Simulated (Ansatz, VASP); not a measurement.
## Two plane-wave programs on HfSi4

INCAR

```
SYSTEM = HfSi4
  PREC = Accurate
  ENCUT = 520
  EDIFF = 1E-6
  ISMEAR = 0
  SIGMA = 0.1
  LREAL = .FALSE.
  LASPH = .TRUE.
  NELM = 80
  ALGO = Normal
  ISIF = 2
  LWAVE = .FALSE.
  LCHARG = .FALSE.
  GGA = PE
  NBANDS = 21
```

Contents of KPOINTS:

```
Automatic mesh
0
G
  6 6 4
  0 0 0
```

Contents of POSCAR:

```
HfSi4
1.0
    4.5083293400      0.0000000000      0.0000000000
   -2.2541646700      3.9043277400      0.0000000000
    0.0000000000      0.0000000000      4.7208437800
Hf Si
1 4
Direct
    0.0000000000      0.0000000000      0.5000000000
    0.4655290800      0.0000000000      0.5000000000
    0.0000000000      0.4655290800      0.5000000000
    0.5344709200      0.5344709200      0.5000000000
    0.0000000000      0.0000000000      0.0000000000
```

Input for Ansatz:

```yaml
crystal:
  lattice:
    - [4.50832934, 0.0, 0.0]
    - [-2.25416467, 3.90432774, 0.0]
    - [0.0, 0.0, 4.72084378]
  atoms:
    - { symbol: Hf, position: [0.0, 0.0, 0.5] }
    - { symbol: Si, position: [0.46552908, 0.0, 0.5] }
    - { symbol: Si, position: [0.0, 0.46552908, 0.5] }
    - { symbol: Si, position: [0.53447092, 0.53447092, 0.5] }
    - { symbol: Si, position: [0.0, 0.0, 0.0] }
basis:
  ecutwfc: 420
kpoints:
  mp_grid: { grid: [6, 6, 4] }
hamiltonian:
  xc: pbe
scf:
  occupations: { method: gaussian, width: 0.1 }
  lower_state_search: "off"
output:
  forces: true
  stress: true
  eigenvalues: true
```

Alike in both runs: task single point; functional PBE; k mesh 6 × 6 × 4; occupations gaussian, width 0.1 eV; no spin polarisation.

|  | VASP | Ansatz |
| --- | --- | --- |
| version | VASP 6.6.1 | Ansatz 0.2.0 |
| potentials or method | VASP PAW PBE potentials, release 64 (Hf_pv, Si), cutoff 520 eV | scalar-relativistic, plane waves, PAW |
| valence electrons in the cell | 26 | 42 |

Ansatz gave:

* gap on the k mesh at the Fermi level (eV): none
* rms of the force components (eV/Å): 2.536

Problem. Which values does VASP return?

Solution. gap on the k mesh at the Fermi level (eV): none; rms of the force components (eV/Å): 2.590.

Atom by atom the forces differ by 0.054 eV/Å (rms over components). A gap of «none» marks a metal or a gap that the smearing closes. VASP's potentials hold 26 valence electrons a cell and Ansatz's 42, so a difference there can come from the potentials and not from the codes.

Neither program's run includes spin-orbit coupling.
